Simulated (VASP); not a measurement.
# WS2 in VASP: further runs

Runs on WS2. Level: r2SCAN. Tasks: single point.

All numbers are computed with VASP 6.6.1; they aren't measurements. Logs are shortened: lines on timing, memory, paths and dates and some standing lists are left out, and cuts for length are marked.

## 1. The cell of the first run

The cell holds a slab with vacuum, 3 atoms: a = 3.181 Å, b = 3.181 Å, c = 16.188 Å, α = 90.00°, β = 90.00°, γ = 120.00°.

## 2. Single point, r2SCAN (strain along c alone, the other axes held: -4.5 %, then relaxed in part)

POSCAR

```
WS2
1.0
    3.1810953945      0.0000000000      0.0000000000
   -1.5905476972      2.7549094235      0.0000000000
    0.0000000000      0.0000000000     16.1879566494
W S
1 2
Direct
    0.3333333333      0.6666666667      0.0000000000
    0.6666666667      0.3333333333      0.9036979994
    0.6666666667      0.3333333333      0.0963020006
```

INCAR.step1

```
  ALGO = Normal
  EDIFF = 1E-4
  ENCUT = 520
  GGA = PE
  ISMEAR = 0
  LASPH = T
  LCHARG = F
  LREAL = F
  LWAVE = T
  NBANDS = 20
  NELM = 60
  PREC = Accurate
  SIGMA = 0.02
```

INCAR.step2

```
  ALGO = Normal
  EDIFF = 1E-6
  ENCUT = 520
  ISIF = 2
  ISMEAR = 0
  ISTART = 1
  LASPH = T
  LCHARG = T
  LELF = T
  LMIXTAU = T
  LREAL = F
  LVHAR = T
  LWAVE = F
  METAGGA = R2SCAN
  NBANDS = 20
  NELM = 60
  PREC = Accurate
  SIGMA = 0.02
```

KPOINTS

```
k-points
0
Gamma
  12 12 2
```

Potentials or basis: VASP PAW PBE potentials, release 64 (W_sv, S).

On the command line:

```
> cat potpaw_PBE.64/W_sv/POTCAR potpaw_PBE.64/S/POTCAR > POTCAR
> cp INCAR.step1 INCAR
> mpirun -np 1 vasp_std > vasp.out
> cp INCAR.step2 INCAR
> mpirun -np 1 vasp_std > vasp.out
```

OUTCAR:

```text
EDIFF = 1E-6
   ENCUT = 520
   ISIF = 2
   ISMEAR = 0
   ISTART = 1
   LASPH = T
   LREAL = F
   METAGGA = R2SCAN
   NELM = 60
   PREC = Accurate

 ion  position               nearest neighbor table
   1  0.333  0.667  0.000-   2 2.41   3 2.41   2 2.41   3 2.41   2 2.41   3 2.41
   2  0.667  0.333  0.904-   1 2.41   1 2.41   1 2.41
   3  0.667  0.333  0.096-   1 2.41   1 2.41   1 2.41

  LATTYP: Found a hexagonal cell.
 ALAT       =     3.1810953945
 C/A-ratio  =     5.0887994989

  Lattice vectors:

 A1 = (   3.1810953945,   0.0000000000,   0.0000000000)
 A2 = (  -1.5905476972,   2.7549094235,   0.0000000000)
 A3 = (   0.0000000000,   0.0000000000,  16.1879566494)

Analysis of symmetry for initial positions (statically):
=====================================================================
 Subroutine PRICEL returns:
 Original cell was already a primitive cell.

 Routine SETGRP: Setting up the symmetry group for a
 hexagonal supercell.

 Subroutine GETGRP returns: Found 12 space group operations
 (whereof 12 operations were pure point group operations)
 out of a pool of 24 trial point group operations.

The static configuration has the point symmetry D_3h.

Analysis of symmetry for dynamics (positions and initial velocities):
=====================================================================
 Subroutine PRICEL returns:
 Original cell was already a primitive cell.

 Routine SETGRP: Setting up the symmetry group for a
 hexagonal supercell.

 Subroutine GETGRP returns: Found 12 space group operations
 (whereof 12 operations were pure point group operations)
 out of a pool of 24 trial point group operations.

The dynamic configuration has the point symmetry D_3h.

 Subroutine INISYM returns: Found 12 space group operations
 (whereof 12 operations are pure point group operations),
 and found     1 'primitive' translations

----------------------------------------------------------------------------------------

                                     Primitive cell

  volume of cell :     141.8653

  direct lattice vectors                    reciprocal lattice vectors
     3.181095394  0.000000000  0.000000000     0.314357124  0.181494170  0.000000000
    -1.590547697  2.754909424  0.000000000     0.000000000  0.362988341  0.000000000
     0.000000000  0.000000000 16.187956649     0.000000000  0.000000000  0.061774319

  length of vectors
     3.181095394  3.181095394 16.187956649     0.362988341  0.362988341  0.061774319

  position of ions in fractional coordinates (direct lattice)
     0.333333333  0.666666667  0.000000000
     0.666666667  0.333333333  0.903697999
     0.666666667  0.333333333  0.096302001

  ion indices of the primitive-cell ions
   primitive index   ion index
                 1           1
                 2           2
                 3           3

----------------------------------------------------------------------------------------

 KPOINTS: k-points

Automatic generation of k-mesh.
 Grid dimensions read from file:
 generate k-points for:   12   12    2

 Generating k-lattice:

  Cartesian coordinates                     Fractional coordinates (reciprocal lattice)
     0.026196427  0.015124514  0.000000000     0.083333333  0.000000000  0.000000000
     0.000000000  0.030249028  0.000000000     0.000000000  0.083333333  0.000000000
     0.000000000  0.000000000  0.030887160     0.000000000  0.000000000  0.500000000

  Length of vectors
     0.030249028  0.030249028  0.030887160

  Shift w.r.t. Gamma in fractional coordinates (k-lattice)
     0.000000000  0.000000000  0.000000000

 Subroutine IBZKPT returns following result:
 ===========================================

 Found     38 irreducible k-points:

 Following reciprocal coordinates:
            Coordinates               Weight
  0.000000  0.000000  0.000000      1.000000
  0.083333  0.000000  0.000000      6.000000
  0.166667 -0.000000  0.000000      6.000000
  0.250000  0.000000  0.000000      6.000000
  0.333333  0.000000  0.000000      6.000000
  0.416667  0.000000  0.000000      6.000000
[... 16 lines left out ...]
  0.250000  0.000000  0.500000      6.000000
  0.333333  0.000000  0.500000      6.000000
 [... further k-points ...]
   k-points           NKPTS =     38   k-points in BZ     NKDIM =     38   number of bands    NBANDS=     20
   number of dos      NEDOS =    301   number of ions     NIONS =      3
   total plane-waves  NPLWV =  69120
   dimension x,y,z NGX =    24 NGY =   24 NGZ =  120
   dimension x,y,z NGXF=    48 NGYF=   48 NGZF=  240
   ions per type =               1   2
   NGX,Y,Z   is equivalent  to a cutoff of  12.54, 12.54, 12.32 a.u.
   NGXF,Y,Z  is equivalent  to a cutoff of  25.09, 25.09, 24.65 a.u.
 SYSTEM =  unknown system
   PREC   = accura    normal or accurate (medium, high low for compatibility)
   ISTART =      1    job   : 0-new  1-cont  2-samecut
   ICHARG =      0    charge: 1-file 2-atom 10-const
   ISPIN  =      1    spin polarized calculation?
   LNONCOLLINEAR =      F non collinear calculations
   LSORBIT =      F    spin-orbit coupling
   LASPH  =      T    aspherical Exc in radial PAW
   ENCUT  =  520.0 eV  38.22 Ry    6.18 a.u.   5.91  5.91 30.10*2*pi/ulx,y,z
   NELM   =     60;   NELMIN=  2; NELMDL=  0     # of ELM steps
   EDIFF  = 0.1E-05   stopping-criterion for ELM
   LREAL  =      F    real-space projection
   EDIFFG = 0.1E-04   stopping-criterion for IOM
   NSW    =      0    number of steps for IOM
   IBRION =     -1    ionic relax: 0-MD 1-quasi-New 2-CG
   NFREE  =      0    steps in history (QN), initial steepest desc. (CG)
   ISIF   =      2    stress and relaxation
   ISYM   =      2    0-nonsym 1-usesym 2-fastsym
   POTIM  = 0.5000    time-step for ionic-motion
   TEBEG  =    0.0;   TEEND  =   0.0 temperature during run
   PSTRESS=    0.0 pullay stress
   NELECT =      26.0000    total number of electrons
   NUPDOWN=      -1.0000    fix difference up-down
   EMIN   =  10.00;   EMAX   =-10.00  energy-range for DOS
   EFERMI =   0.00;   METHOD = LEGACY
   ISMEAR =     0;   SIGMA  =   0.02  broadening in eV -4-tet -1-fermi 0-gaus
   EFERMI_NEDOS =   21; number of points for ismear=-14 and -15
   IALGO  =     38    algorithm
   IMIX   =      4    mixing-type and parameters
     AMIX     =   0.40;   BMIX     =  1.00
     AMIX_MAG =   1.60;   BMIX_MAG =  1.00
  volume/ion in A,a.u.               =      47.29       319.12
  Fermi-wavevector in a.u.,A,eV,Ry     =   0.929909  1.757274 11.765384  0.864731
  Thomas-Fermi vector in A             =   2.056242
   LORBIT       =      0    0 simple, 1 ext, 2 COOP (PROOUT), +10 PAW based schemes
   METAGGA = R2SCAN    functional components
   LHFCALC =     F    Hartree Fock is set to
   AEXX    =    0.0000 exact exchange contribution
   IVDW    =     0    specifies the selected vdW correction
   LEPSILON=     F    determine dielectric tensor
   LRPA    =     F    only Hartree local field effects (RPA)
 non-spin polarized calculation
 Gauss-broadening in eV      SIGMA  =   0.02
  energy-cutoff  :      520.00
  volume of cell :      141.87
 maximum number of plane-waves:      3850
 NGX is ok and might be reduce to    24
   NGX = 11   NGY = 11   NGZ = 61

 number of electron      25.9999998 magnetization

 Free energy of the ion-electron system (eV)
  ---------------------------------------------------
  ext. energy  EPLUGINS =         0.00000000
  ---------------------------------------------------
  free energy    TOTEN  =       -70.04097959 eV

  energy without entropy =      -70.04097959  energy(sigma->0) =      -70.04097959

 E-fermi :  -0.9911     XC(G=0):  -4.8107

 val. band max:       -1.1699963612   @ k =   0.0000   0.0000   0.5000
 cond. band min:       0.7392965369   @ k =   0.3333   0.3333   0.5000
 fundamental gap:      1.9092928981
 Fermi energy:        -0.9910875194

 k-point     1 :       0.0000    0.0000    0.0000
  band No.  band energies     occupation
      1     -77.1399      2.00000
      2     -40.7278      2.00000
      3     -40.5740      2.00000
      4     -40.5740      2.00000
      5     -16.6707      2.00000
      6     -14.9304      2.00000
[... 12 lines left out ...]
     19       4.8842      0.00000
     20       5.0449      0.00000

 k-point     2 :       0.0833    0.0000    0.0000
  band No.  band energies     occupation
      1     -77.1387      2.00000
      2     -40.7233      2.00000
      3     -40.5986      2.00000
      4     -40.5797      2.00000
      5     -16.5514      2.00000
      6     -14.8881      2.00000
[... 12 lines left out ...]
     19       5.1818      0.00000
     20       5.2891      0.00000

 k-point     3 :       0.1667   -0.0000    0.0000
  band No.  band energies     occupation
      1     -77.1351      2.00000
      2     -40.7110      2.00000
      3     -40.6652      2.00000
      4     -40.5952      2.00000
      5     -16.2122      2.00000
      6     -14.7684      2.00000
[... 12 lines left out ...]
     19       5.5783      0.00000
     20       6.2322      0.00000

 k-point     4 :       0.2500    0.0000    0.0000
  band No.  band energies     occupation
      1     -77.1303      2.00000
      2     -40.7550      2.00000
      3     -40.6940      2.00000
      4     -40.6163      2.00000
      5     -15.7092      2.00000
      6     -14.5930      2.00000
[... 12 lines left out ...]
     19       6.1806      0.00000
     20       6.7357      0.00000

 k-point     5 :       0.3333    0.0000    0.0000
  band No.  band energies     occupation
      1     -77.1255      2.00000
      2     -40.8435      2.00000
      3     -40.6770      2.00000
      4     -40.6373      2.00000
      5     -15.1421      2.00000
      6     -14.4011      2.00000
[... 12 lines left out ...]
     19       6.6613      0.00000
     20       6.7637      0.00000

 k-point     6 :       0.4167    0.0000    0.0000
  band No.  band energies     occupation
      1     -77.1220      2.00000
      2     -40.9075      2.00000
      3     -40.6646      2.00000
      4     -40.6526      2.00000
      5     -14.6661      2.00000
      6     -14.2475      2.00000
[... 12 lines left out ...]
     19       6.9431      0.00000
     20       7.1087      0.00000

 k-point     7 :       0.5000    0.0000    0.0000
  band No.  band energies     occupation
      1     -77.1207      2.00000
      2     -40.9308      2.00000
      3     -40.6600      2.00000
      4     -40.6582      2.00000
      5     -14.4736      2.00000
      6     -14.1880      2.00000
[... 12 lines left out ...]
     19       7.0269      0.00000
     20       7.3731      0.00000
[... 277 lines left out ...]
 k-point    20 :       0.0000    0.0000    0.5000
  band No.  band energies     occupation
      1     -77.1400      2.00000
      2     -40.7278      2.00000
      3     -40.5740      2.00000
      4     -40.5740      2.00000
      5     -16.6707      2.00000
      6     -14.9303      2.00000
[... 12 lines left out ...]
     19       4.6438      0.00000
     20       5.2027      0.00000

 k-point    21 :       0.0833    0.0000    0.5000
  band No.  band energies     occupation
      1     -77.1386      2.00000
      2     -40.7233      2.00000
      3     -40.5986      2.00000
      4     -40.5797      2.00000
      5     -16.5514      2.00000
      6     -14.8881      2.00000
[... 12 lines left out ...]
     19       4.8682      0.00000
     20       5.5276      0.00000

 k-point    22 :       0.1667   -0.0000    0.5000
  band No.  band energies     occupation
      1     -77.1351      2.00000
      2     -40.7110      2.00000
      3     -40.6652      2.00000
      4     -40.5952      2.00000
      5     -16.2122      2.00000
      6     -14.7684      2.00000
[... 12 lines left out ...]
     19       5.4175      0.00000
     20       6.5738      0.00000

 k-point    23 :       0.2500    0.0000    0.5000
  band No.  band energies     occupation
      1     -77.1303      2.00000
      2     -40.7551      2.00000
      3     -40.6940      2.00000
      4     -40.6163      2.00000
      5     -15.7091      2.00000
      6     -14.5930      2.00000
[... 12 lines left out ...]
     19       5.9571      0.00000
     20       7.1134      0.00000

 k-point    24 :       0.3333    0.0000    0.5000
  band No.  band energies     occupation
      1     -77.1255      2.00000
      2     -40.8435      2.00000
      3     -40.6770      2.00000
      4     -40.6373      2.00000
      5     -15.1421      2.00000
      6     -14.4011      2.00000
[... 12 lines left out ...]
     19       6.6116      0.00000
     20       6.8085      0.00000

 [... further k-points ...]

------------------------ aborting loop because EDIFF is reached ----------------------------------------

  FORCE on cell =-STRESS in cart. coord.  units (eV):
  Direction    XX          YY          ZZ          XY          YZ          ZX
  --------------------------------------------------------------------------------------
  -------------------------------------------------------------------------------------
  Total        0.0806912      0.0806912      0.0552097      0.0000000      0.0000000      0.0000000
  in kB        0.9112984      0.9112984      0.6235194      0.0000000      0.0000000      0.0000000
  external PRESSURE =       0.8153721 kB  Pullay stress =       0.0000000 kB

 VOLUME and BASIS-vectors are now :
 -----------------------------------------------------------------------------
  energy-cutoff  :      520.00
  volume of cell :      141.87
      direct lattice vectors                 reciprocal lattice vectors
     3.181095394  0.000000000  0.000000000     0.314357124  0.181494170  0.000000000
    -1.590547697  2.754909424  0.000000000     0.000000000  0.362988341  0.000000000
     0.000000000  0.000000000 16.187956649     0.000000000  0.000000000  0.061774319

 POSITION                                       TOTAL-FORCE (eV/Angst)
 -----------------------------------------------------------------------------------
     -0.00000      1.83661      0.00000         0.000000     -0.000000      0.000000
      1.59055      0.91830     14.62902        -0.000000     -0.000000     -0.025472
      1.59055      0.91830      1.55893        -0.000000      0.000000      0.025472
 -----------------------------------------------------------------------------------
    total drift:                               -0.000001      0.000001     -0.000000

  FREE ENERGIE OF THE ION-ELECTRON SYSTEM (eV)
  ---------------------------------------------------
  free  energy   TOTEN  =       -70.0409795864 eV

  energy  without entropy=      -70.0409795864  energy(sigma->0) =      -70.04097959
```

It took 4.8 min on 1 thread of AMD EPYC 9R45 (Zen 5), shared host; peak memory 0.3 GiB.

Results:

```
Free energy            : -70.0410 eV
Largest force          : 0.025 eV/Å
Band gap on the k mesh : 1.91 eV (least direct gap 1.93 eV)
```

Forces on the atoms (eV/Å):
```
W    0.000  0.000  0.000
S    0.000  0.000 -0.025
S    0.000  0.000  0.025
```

Levels at points of the mesh, in eV from the valence-band top:
```csv
k point,band 11,band 12,band 13,band 14,band 15,band 16
"(0.00, 0.00, 0.00)",-1.78,-1.78,0.00,3.07,3.07,3.23
"(0.50, 0.00, 0.00)",-2.27,-1.43,-0.98,3.00,3.47,4.41
"(0.00, 0.00, 0.50)",-1.78,-1.78,0.00,3.07,3.07,3.23
"(0.50, 0.00, 0.50)",-2.27,-1.43,-0.98,3.00,3.47,4.41
```

Caveat: the cell differs from its parent crystal (strain along c alone, the other axes held: -4.5 %, then relaxed in part); there is no dipole correction, which matters where the two faces differ; the PAW data sets were made with another functional, which shifts forces and pressure a little; spin-orbit coupling is left out, which moves the levels of the heavy elements.

## 3. Single point, r2SCAN

POSCAR is that of step 2.

INCAR.step1

```
SYSTEM = WS2
  ALGO = Normal
  EDIFF = 1E-4
  ENCUT = 520
  GGA = PE
  ISMEAR = 0
  LASPH = .TRUE.
  LCHARG = .FALSE.
  LREAL = .FALSE.
  LWAVE = .TRUE.
  NBANDS = 20
  NELM = 80
  PREC = Accurate
  SIGMA = 0.02
```

INCAR.step2

```
SYSTEM = WS2
  ALGO = Normal
  EDIFF = 1E-6
  ENCUT = 520
  ISIF = 2
  ISMEAR = 0
  ISTART = 1
  LASPH = .TRUE.
  LCHARG = .FALSE.
  LMIXTAU = .TRUE.
  LREAL = .FALSE.
  LWAVE = .FALSE.
  METAGGA = R2SCAN
  NBANDS = 20
  NELM = 80
  PREC = Accurate
  SIGMA = 0.02
```

KPOINTS

```
k-points
0
G
  12 12 2
  0 0 0
```

Potentials or basis: VASP PAW PBE potentials, release 64 (W_sv, S).

On the command line:

```
> cat potpaw_PBE.64/W_sv/POTCAR potpaw_PBE.64/S/POTCAR > POTCAR
> cp INCAR.step1 INCAR
> mpirun -np 1 vasp_std > vasp.out
> cp INCAR.step2 INCAR
> mpirun -np 1 vasp_std > vasp.out
```

Wall time 4.9 min (1 thread of AMD EPYC 9R45 (Zen 5), shared host); peak memory 0.3 GiB.

It converged, with:

```
Free energy            : -70.0410 eV
Largest force          : 0.025 eV/Å
Band gap on the k mesh : 1.91 eV (least direct gap 1.93 eV)
```

Forces on the atoms (eV/Å):
```
W    0.000  0.000  0.000
S    0.000  0.000 -0.025
S    0.000  0.000  0.025
```

Levels at points of the mesh, in eV from the valence-band top:
```tsv
k point	band 10	band 11	band 12	band 13	band 14	band 15	band 16	band 17
(0.00, 0.00, 0.00)	-2.23	-1.78	-1.78	0.00	3.07	3.07	3.23	3.23
(0.50, 0.00, 0.00)	-3.64	-2.27	-1.43	-0.98	3.00	3.47	4.41	5.01
(0.00, 0.00, 0.50)	-2.23	-1.78	-1.78	0.00	3.07	3.07	3.23	3.23
(0.50, 0.00, 0.50)	-3.64	-2.27	-1.43	-0.98	3.00	3.47	4.41	5.01
```

Caveat: there is no dipole correction, which matters where the two faces differ; the PAW data sets were made with another functional, which shifts forces and pressure a little; spin-orbit coupling is left out, which moves the levels of the heavy elements.

(Part 1 of 3 ends here.)
